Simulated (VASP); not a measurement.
Wanted: the native input for a VASP 6.6.1 run.

- Task: single point
- Functional: PBE
- Potentials or basis: VASP PAW PBE potentials, release 64 (Sc_sv, Ga_d, N)
- Cutoff: 520 eV
- k mesh: 4 × 4 × 4
- Occupations: gaussian, width 0.1 eV
- Spin: collinear spin, ferromagnetic start
- Starting moments: [0.0, 0.0, 0.0, 0.0, 1.0, 1.0] μB
- Dipole correction: no
- Further INCAR settings: ALGO = Normal; EDIFF = 1e-06; NBANDS = 43

The structure of ScGa3N2 lies in POSCAR:

```
ScGa3N2
1.0
    4.0575474900      0.0000000000      0.0000000000
    0.0000000000      4.0575474900      0.0000000000
    0.0000000000      0.0000000000      7.1113915500
Sc Ga N
1 3 2
Direct
    0.5000000000      0.5000000000      0.6911311100
    0.0000000000      0.5000000000      0.1981890000
    0.5000000000      0.0000000000      0.1981890000
    0.0000000000      0.0000000000      0.8990588900
    0.0000000000      0.5000000000      0.5234104100
    0.5000000000      0.0000000000      0.5234104100
```

The cell was generated, and may not be a known phase.

The input as run:

INCAR

```
SYSTEM = ScGa3N2
PREC = Accurate ; ENCUT = 520
EDIFF = 1E-6 ; ISMEAR = 0
SIGMA = 0.1 ; LREAL = .FALSE.
LASPH = .TRUE. ; NELM = 150
ALGO = Normal ; ISIF = 2
LWAVE = .FALSE. ; LCHARG = .FALSE.
ISPIN = 2 ; MAGMOM = 0 0 0 0 1 1
LORBIT = 11 ; LMAXMIX = 4
GGA = PE ; NBANDS = 43
```

KPOINTS

```
Automatic mesh
0
G
  4 4 4
  0 0 0
```

Potentials or basis: VASP PAW PBE potentials, release 64 (Sc_sv, Ga_d, N).

Launch:

```bash
$ cat potpaw_PBE.64/Sc_sv/POTCAR potpaw_PBE.64/Ga_d/POTCAR potpaw_PBE.64/N/POTCAR > POTCAR
$ mpirun -np 1 vasp_std > vasp.out
```

Results of the run:

The pressure is -14.2 GPa. The largest force is 4.043 eV/Å and the band gap on the k mesh is zero (filled and empty bands overlap). The net moment is 0.00 μB per cell and the valence electrons inside the program's atomic spheres are Sc 9.23; Ga 11.43, 11.48 (each value once); N 3.42.

Caveat: the k points lie up to 0.39 Å⁻¹ apart, too coarse for converged energies and pressures of a metal; forces of over 1 eV/Å act on the atoms, so gaps and moduli don't describe the material at rest.

Run time: 100 s on 1 thread of AMD EPYC 9R45 96-Core Processor (Zen 5) (shared host), peak memory 0.29 GiB.
